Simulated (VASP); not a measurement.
# SiC (I-4m2) in VASP: a series of runs

SiC is run at these levels: r2SCAN; tasks: single point.

Program: VASP 6.6.1. These are calculated values, not measurements. Logs are shortened: lines on timing, memory, paths and dates and some standing lists are left out, and cuts for length are marked.

### 1 The cell of the first run

The structure is tetragonal, space group I-4m2 (No. 119). Conventional cell: a = 3.019 Å, b = 3.019 Å, c = 4.412 Å, α = 90.00°, β = 90.00°, γ = 90.00°. Si (site symmetry -4m2) has 4 C at 1.87 Å within 2.5 Å. Within 2.5 Å of C (site symmetry -4m2) lie 4 Si at 1.87 Å.

### 2 Single point, r2SCAN (epitaxial xy strain -2.0%)

POSCAR

```
SiC
1.0
    0.0000000000      2.1344913040      2.2058695875
    2.1344913040      0.0000000000      2.2058695875
    2.1344913040      2.1344913040      0.0000000000
Si C
1 1
Direct
    0.0000000000      0.0000000000      0.0000000000
    0.2500000000      0.2500000000      0.2500000000
```

INCAR.step1

```
SYSTEM = SiC
  ALGO = Normal
  EDIFF = 1E-4
  ENCUT = 520
  GGA = PE
  ISMEAR = 0
  LASPH = .TRUE.
  LCHARG = .FALSE.
  LREAL = .FALSE.
  LWAVE = .TRUE.
  NBANDS = 11
  NELM = 80
  PREC = Accurate
  SIGMA = 0.01
```

INCAR.step2

```
SYSTEM = SiC
  ALGO = Normal
  EDIFF = 1E-6
  ENCUT = 520
  ISIF = 2
  ISMEAR = 0
  ISTART = 1
  LASPH = .TRUE.
  LCHARG = .TRUE.
  LELF = .TRUE.
  LMIXTAU = .TRUE.
  LREAL = .FALSE.
  LVHAR = .TRUE.
  LWAVE = .FALSE.
  METAGGA = R2SCAN
  NBANDS = 11
  NELM = 80
  PREC = Accurate
  SIGMA = 0.01
```

KPOINTS

```
k-points
0
G
  10 10 10
  0 0 0
```

Potentials or basis: VASP PAW PBE potentials, release 64 (Si, C).

On the command line:

```
cat potpaw_PBE.64/Si/POTCAR potpaw_PBE.64/C/POTCAR > POTCAR
cp INCAR.step1 INCAR
mpirun -np 1 vasp_std > vasp.out
cp INCAR.step2 INCAR
mpirun -np 1 vasp_std > vasp.out
```

OUTCAR:

```text
SYSTEM = SiC
   EDIFF = 1E-6
   ENCUT = 520
   ISIF = 2
   ISMEAR = 0
   ISTART = 1
   LASPH = .TRUE.
   LREAL = .FALSE.
   METAGGA = R2SCAN
   NELM = 80
   PREC = Accurate

 ion  position               nearest neighbor table
   1  0.000  0.000  0.000-   2 1.87   2 1.87   2 1.87   2 1.87
   2  0.250  0.250  0.250-   1 1.87   1 1.87   1 1.87   1 1.87

  LATTYP: Found a body centered tetragonal cell.
 ALAT       =     3.0186265509
 C/A-ratio  =     1.4615054564

  Lattice vectors:

 A1 = (  -2.1344913040,   0.0000000000,   2.2058695875)
 A2 = (   2.1344913040,   0.0000000000,   2.2058695875)
 A3 = (   0.0000000000,   2.1344913040,  -2.2058695875)

Analysis of symmetry for initial positions (statically):
=====================================================================
 Subroutine PRICEL returns:
 Original cell was already a primitive cell.

 Routine SETGRP: Setting up the symmetry group for a
 body centered tetragonal supercell.

 Subroutine GETGRP returns: Found  8 space group operations
 (whereof  8 operations were pure point group operations)
 out of a pool of 16 trial point group operations.

The static configuration has the point symmetry D_2d.

Analysis of symmetry for dynamics (positions and initial velocities):
=====================================================================
 Subroutine PRICEL returns:
 Original cell was already a primitive cell.

 Routine SETGRP: Setting up the symmetry group for a
 body centered tetragonal supercell.

 Subroutine GETGRP returns: Found  8 space group operations
 (whereof  8 operations were pure point group operations)
 out of a pool of 16 trial point group operations.

The dynamic configuration has the point symmetry D_2d.

 Subroutine INISYM returns: Found  8 space group operations
 (whereof  8 operations are pure point group operations),
 and found     1 'primitive' translations

----------------------------------------------------------------------------------------

                                     Primitive cell

  volume of cell :      20.1001

  direct lattice vectors                    reciprocal lattice vectors
     0.000000000  2.134491304  2.205869588    -0.234247851  0.234247851  0.226667978
     2.134491304  0.000000000  2.205869588     0.234247851 -0.234247851  0.226667978
     2.134491304  2.134491304  0.000000000     0.234247851  0.234247851 -0.226667978

  length of vectors
     3.069513604  3.069513604  3.018626551     0.401400652  0.401400652  0.401400652

  position of ions in fractional coordinates (direct lattice)
     0.000000000  0.000000000  0.000000000
     0.250000000  0.250000000  0.250000000

  ion indices of the primitive-cell ions
   primitive index   ion index
                 1           1
                 2           2

----------------------------------------------------------------------------------------

 KPOINTS: k-points

Automatic generation of k-mesh.
 Grid dimensions read from file:
 generate k-points for:   10   10   10

 Generating k-lattice:

  Cartesian coordinates                     Fractional coordinates (reciprocal lattice)
    -0.023424785  0.023424785  0.022666798     0.100000000  0.000000000  0.000000000
     0.023424785 -0.023424785  0.022666798     0.000000000  0.100000000  0.000000000
     0.023424785  0.023424785 -0.022666798     0.000000000  0.000000000  0.100000000

  Length of vectors
     0.040140065  0.040140065  0.040140065

  Shift w.r.t. Gamma in fractional coordinates (k-lattice)
     0.000000000  0.000000000  0.000000000

 Subroutine IBZKPT returns following result:
 ===========================================

 Found    102 irreducible k-points:

 Following reciprocal coordinates:
            Coordinates               Weight
  0.000000  0.000000  0.000000      1.000000
  0.100000  0.000000  0.000000      8.000000
  0.200000  0.000000  0.000000      8.000000
  0.300000 -0.000000  0.000000      8.000000
  0.400000  0.000000  0.000000      8.000000
  0.500000  0.000000  0.000000      4.000000
[... 16 lines left out ...]
  0.300000  0.300000  0.000000      2.000000
  0.400000  0.300000  0.000000      8.000000
 [... further k-points ...]
   k-points           NKPTS =    102   k-points in BZ     NKDIM =    102   number of bands    NBANDS=     11
   number of dos      NEDOS =    301   number of ions     NIONS =      2
   total plane-waves  NPLWV =  13824
   dimension x,y,z NGX =    24 NGY =   24 NGZ =   24
   dimension x,y,z NGXF=    48 NGYF=   48 NGZF=   48
   ions per type =               1   1
   NGX,Y,Z   is equivalent  to a cutoff of  13.00, 13.00, 13.22 a.u.
   NGXF,Y,Z  is equivalent  to a cutoff of  26.00, 26.00, 26.44 a.u.
 SYSTEM =  SiC
   PREC   = accura    normal or accurate (medium, high low for compatibility)
   ISTART =      1    job   : 0-new  1-cont  2-samecut
   ICHARG =      0    charge: 1-file 2-atom 10-const
   ISPIN  =      1    spin polarized calculation?
   LNONCOLLINEAR =      F non collinear calculations
   LSORBIT =      F    spin-orbit coupling
   LASPH  =      T    aspherical Exc in radial PAW
   ENCUT  =  520.0 eV  38.22 Ry    6.18 a.u.   5.71  5.71  5.61*2*pi/ulx,y,z
   NELM   =     80;   NELMIN=  2; NELMDL=  0     # of ELM steps
   EDIFF  = 0.1E-05   stopping-criterion for ELM
   LREAL  =      F    real-space projection
   EDIFFG = 0.1E-04   stopping-criterion for IOM
   NSW    =      0    number of steps for IOM
   IBRION =     -1    ionic relax: 0-MD 1-quasi-New 2-CG
   NFREE  =      0    steps in history (QN), initial steepest desc. (CG)
   ISIF   =      2    stress and relaxation
   ISYM   =      2    0-nonsym 1-usesym 2-fastsym
   POTIM  = 0.5000    time-step for ionic-motion
   TEBEG  =    0.0;   TEEND  =   0.0 temperature during run
   PSTRESS=    0.0 pullay stress
   NELECT =       8.0000    total number of electrons
   NUPDOWN=      -1.0000    fix difference up-down
   EMIN   =  10.00;   EMAX   =-10.00  energy-range for DOS
   EFERMI =   0.00;   METHOD = LEGACY
   ISMEAR =     0;   SIGMA  =   0.01  broadening in eV -4-tet -1-fermi 0-gaus
   EFERMI_NEDOS =   21; number of points for ismear=-14 and -15
   IALGO  =     38    algorithm
   IMIX   =      4    mixing-type and parameters
     AMIX     =   0.40;   BMIX     =  1.00
     AMIX_MAG =   1.60;   BMIX_MAG =  1.00
  volume/ion in A,a.u.               =      10.05        67.82
  Fermi-wavevector in a.u.,A,eV,Ry     =   1.204218  2.275643 19.730382  1.450142
  Thomas-Fermi vector in A             =   2.339950
   LORBIT       =      0    0 simple, 1 ext, 2 COOP (PROOUT), +10 PAW based schemes
   METAGGA = R2SCAN    functional components
   LHFCALC =     F    Hartree Fock is set to
   AEXX    =    0.0000 exact exchange contribution
   IVDW    =     0    specifies the selected vdW correction
   LEPSILON=     F    determine dielectric tensor
   LRPA    =     F    only Hartree local field effects (RPA)
 non-spin polarized calculation
 Gauss-broadening in eV      SIGMA  =   0.01
  energy-cutoff  :      520.00
  volume of cell :       20.10
 maximum number of plane-waves:       552
   NGX = 11   NGY = 11   NGZ = 11

 number of electron       8.0000000 magnetization

 Free energy of the ion-electron system (eV)
  ---------------------------------------------------
  ext. energy  EPLUGINS =         0.00000000
  ---------------------------------------------------
  free energy    TOTEN  =       -19.30249055 eV

  energy without entropy =      -19.30249055  energy(sigma->0) =      -19.30249055

 E-fermi :   8.4801     XC(G=0): -12.0661

 val. band max:        8.3965710237   @ k =   0.0000   0.0000   0.0000
 cond. band min:       9.9190085779   @ k =   0.5000   0.0000   0.5000
 fundamental gap:      1.5224375542
 Fermi energy:         8.4801168302

 k-point     1 :       0.0000    0.0000    0.0000
  band No.  band energies     occupation
      1      -8.1010      2.00000
      2       8.1495      2.00000
      3       8.3966      2.00000
      4       8.3966      2.00000
      5      15.5033      0.00000
      6      16.3546      0.00000
      7      16.3546      0.00000
      8      16.4427      0.00000
      9      23.1198      0.00000
     10      24.2410      0.00000
     11      26.0612      0.00000

 k-point     2 :       0.1000    0.0000    0.0000
  band No.  band energies     occupation
      1      -7.8938      2.00000
      2       7.2501      2.00000
      3       8.0863      2.00000
      4       8.2724      2.00000
      5      15.6993      0.00000
      6      16.5935      0.00000
      7      16.6312      0.00000
      8      16.8409      0.00000
      9      22.2648      0.00000
     10      23.1761      0.00000
     11      25.9897      0.00000

 k-point     3 :       0.2000    0.0000    0.0000
  band No.  band energies     occupation
      1      -7.2820      2.00000
      2       5.0243      2.00000
      3       7.7134      2.00000
      4       7.9867      2.00000
      5      15.3253      0.00000
      6      16.9357      0.00000
      7      17.0952      0.00000
      8      18.1620      0.00000
      9      21.8381      0.00000
     10      22.2966      0.00000
     11      25.0895      0.00000

 k-point     4 :       0.3000   -0.0000    0.0000
  band No.  band energies     occupation
      1      -6.3062      2.00000
      2       2.5776      2.00000
      3       7.3355      2.00000
      4       7.6927      2.00000
      5      14.8698      0.00000
      6      16.6659      0.00000
      7      17.0315      0.00000
      8      19.1980      0.00000
      9      23.0040      0.00000
     10      23.0169      0.00000
     11      24.8980      0.00000

 k-point     5 :       0.4000    0.0000    0.0000
  band No.  band energies     occupation
      1      -5.1096      2.00000
      2       0.4135      2.00000
      3       7.0721      2.00000
      4       7.4902      2.00000
      5      14.5542      0.00000
      6      16.2467      0.00000
      7      16.6417      0.00000
      8      19.4705      0.00000
      9      25.0083      0.00000
     10      25.0922      0.00000
     11      25.8320      0.00000
[... 211 lines left out ...]
 k-point    21 :      -0.3000    0.2000    0.0000
  band No.  band energies     occupation
      1      -4.8227      2.00000
      2       1.4527      2.00000
      3       4.0954      2.00000
      4       7.3149      2.00000
      5      14.8574      0.00000
      6      17.3837      0.00000
      7      18.0291      0.00000
      8      19.5360      0.00000
      9      21.9889      0.00000
     10      25.4654      0.00000
     11      28.5009      0.00000

 k-point    22 :      -0.2000    0.2000    0.0000
  band No.  band energies     occupation
      1      -5.9394      2.00000
      2       3.1604      2.00000
      3       4.7498      2.00000
      4       7.8417      2.00000
      5      15.8704      0.00000
      6      17.1753      0.00000
      7      17.6211      0.00000
      8      18.2705      0.00000
      9      20.7195      0.00000
     10      25.3267      0.00000
     11      28.1454      0.00000

 k-point    23 :       0.3000    0.3000    0.0000
  band No.  band energies     occupation
      1      -5.7926      2.00000
      2       3.4868      2.00000
      3       6.0135      2.00000
      4       6.0135      2.00000
      5      12.0467      0.00000
      6      14.8664      0.00000
      7      21.0452      0.00000
      8      21.0452      0.00000
      9      21.6447      0.00000
     10      26.9085      0.00000
     11      31.4585      0.00000

 k-point    24 :       0.4000    0.3000    0.0000
  band No.  band energies     occupation
      1      -4.9049      2.00000
      2       2.2430      2.00000
      3       5.0977      2.00000
      4       5.7534      2.00000
      5      11.7868      0.00000
      6      14.9664      0.00000
      7      21.0433      0.00000
      8      21.5291      0.00000
      9      23.2960      0.00000
     10      27.8829      0.00000
     11      31.1178      0.00000

 [... further k-points ...]
[... 5 lines left out ...]
  --------------------------------------------------------------------------------------
  -------------------------------------------------------------------------------------
  Total        1.2183376      1.2183376     -0.0305779      0.0000000     -0.0000000      0.0000000
  in kB       97.1135026     97.1135026     -2.4373592      0.0000000     -0.0000000      0.0000000
  external PRESSURE =      63.9298820 kB  Pullay stress =       0.0000000 kB

 VOLUME and BASIS-vectors are now :
 -----------------------------------------------------------------------------
  energy-cutoff  :      520.00
  volume of cell :       20.10
      direct lattice vectors                 reciprocal lattice vectors
     0.000000000  2.134491304  2.205869588    -0.234247851  0.234247851  0.226667978
     2.134491304  0.000000000  2.205869588     0.234247851 -0.234247851  0.226667978
     2.134491304  2.134491304  0.000000000     0.234247851  0.234247851 -0.226667978

 POSITION                                       TOTAL-FORCE (eV/Angst)
 -----------------------------------------------------------------------------------
      0.00000      0.00000      0.00000         0.000000      0.000000      0.000000
      1.06725      1.06725      1.10293        -0.000000     -0.000000     -0.000000
 -----------------------------------------------------------------------------------
    total drift:                               -0.000001     -0.000001     -0.000001

  FREE ENERGIE OF THE ION-ELECTRON SYSTEM (eV)
  ---------------------------------------------------
  free  energy   TOTEN  =       -19.3024905472 eV

  energy  without entropy=      -19.3024905472  energy(sigma->0) =      -19.30249055
```

Run time: 2.4 min. Hardware: 1 thread of AMD EPYC 7R13, shared host; peak memory 0.12 GiB.

What came out:

```yaml
Free_energy: -19.3025 eV
Pressure: 6.4 GPa
Band_gap_on_the_k_mesh: 1.52 eV, indirect (least direct gap 5.06 eV)
```

Levels at points of the mesh, in eV from the valence-band top:
```csv
k point,band 2,band 3,band 4,band 5,band 6,band 7
"(0.00, 0.00, 0.00)",-0.25,0.00,0.00,7.11,7.96,7.96
"(0.50, 0.00, 0.00)",-9.06,-1.42,-0.98,6.05,7.68,8.06
"(0.50, 0.50, 0.00)",-8.52,-3.22,-3.22,1.84,5.25,15.51
"(0.50, 0.00, 0.50)",-8.08,-3.62,-3.57,1.52,4.65,14.77
```

Caveat: the cell differs from its parent crystal (epitaxial xy strain -2.0%); the PAW data sets were made with another functional, which shifts forces and pressure a little.

### 3 Single point, r2SCAN (epitaxial xy strain -1.0%)

POSCAR

```
SiC
1.0
    0.0000000000      2.1562718275      2.1922097029
    2.1562718275      0.0000000000      2.1922097029
    2.1562718275      2.1562718275      0.0000000000
Si C
1 1
Direct
    0.0000000000      0.0000000000      0.0000000000
    0.2500000000      0.2500000000      0.2500000000
```

INCAR.step1

```
SYSTEM = SiC
PREC     = Accurate       ! precision mode
ENCUT    = 520            ! plane-wave cutoff, eV
ISMEAR   = 0              ! smearing method
SIGMA    = 0.01           ! smearing width, eV
LREAL    = .FALSE.        ! projectors in reciprocal space
LASPH    = .TRUE.         ! aspherical terms in the spheres
NELM     = 80             ! most SCF steps
NBANDS   = 11             ! bands
GGA      = PE             ! functional
ALGO     = Normal         ! electronic algorithm
EDIFF    = 1E-4           ! SCF threshold, eV
LWAVE    = .TRUE.         ! write WAVECAR
LCHARG   = .FALSE.        ! write CHGCAR
```

INCAR.step2

```
SYSTEM = SiC
PREC     = Accurate       ! precision mode
ENCUT    = 520            ! plane-wave cutoff, eV
EDIFF    = 1E-6           ! SCF threshold, eV
ISMEAR   = 0              ! smearing method
SIGMA    = 0.01           ! smearing width, eV
LREAL    = .FALSE.        ! projectors in reciprocal space
LASPH    = .TRUE.         ! aspherical terms in the spheres
NELM     = 80             ! most SCF steps
ALGO     = Normal         ! electronic algorithm
ISIF     = 2              ! what is computed and relaxed
LWAVE    = .FALSE.        ! write WAVECAR
LCHARG   = .TRUE.         ! write CHGCAR
METAGGA  = R2SCAN         ! meta-GGA
LMIXTAU  = .TRUE.       
LELF     = .TRUE.         ! ELF
LVHAR    = .TRUE.       
NBANDS   = 11             ! bands
ISTART   = 1
```

KPOINTS

```
regular mesh
0
G
  10 10 10
  0 0 0
```

Potentials or basis: VASP PAW PBE potentials, release 64 (Si, C).

On the command line:

```
cat potpaw_PBE.64/Si/POTCAR potpaw_PBE.64/C/POTCAR > POTCAR
cp INCAR.step1 INCAR
mpirun -np 1 vasp_std > vasp.out
cp INCAR.step2 INCAR
mpirun -np 1 vasp_std > vasp.out
```

Wall time 2.1 min (1 thread of AMD EPYC 7R13, shared host); peak memory 0.12 GiB.

It converged, with:

* Free energy: -19.3210 eV
* Pressure: 3.0 GPa
* Band gap on the k mesh: 1.62 eV, indirect (least direct gap 5.06 eV)

Stress tensor (GPa, compression positive):
```
 4.61  0.00  0.00
 0.00  4.61  0.00
 0.00  0.00 -0.21
```

Levels at points of the mesh, in eV from the valence-band top:
| k point | band 2 | band 3 | band 4 | band 5 | band 6 | band 7 |
| --- | --- | --- | --- | --- | --- | --- |
| (0.00, 0.00, 0.00) | -0.12 | 0.00 | 0.00 | 6.98 | 7.91 | 7.91 |
| (0.50, 0.00, 0.00) | -8.94 | -1.26 | -1.04 | 6.06 | 7.68 | 7.91 |
| (0.50, 0.50, 0.00) | -8.28 | -3.28 | -3.28 | 1.78 | 5.04 | 15.32 |
| (0.50, 0.00, 0.50) | -8.07 | -3.48 | -3.45 | 1.62 | 4.74 | 14.97 |

Caveat: the cell differs from its parent crystal (epitaxial xy strain -1.0%); the PAW data sets were made with another functional, which shifts forces and pressure a little.

(Part 1 of 2 ends here.)
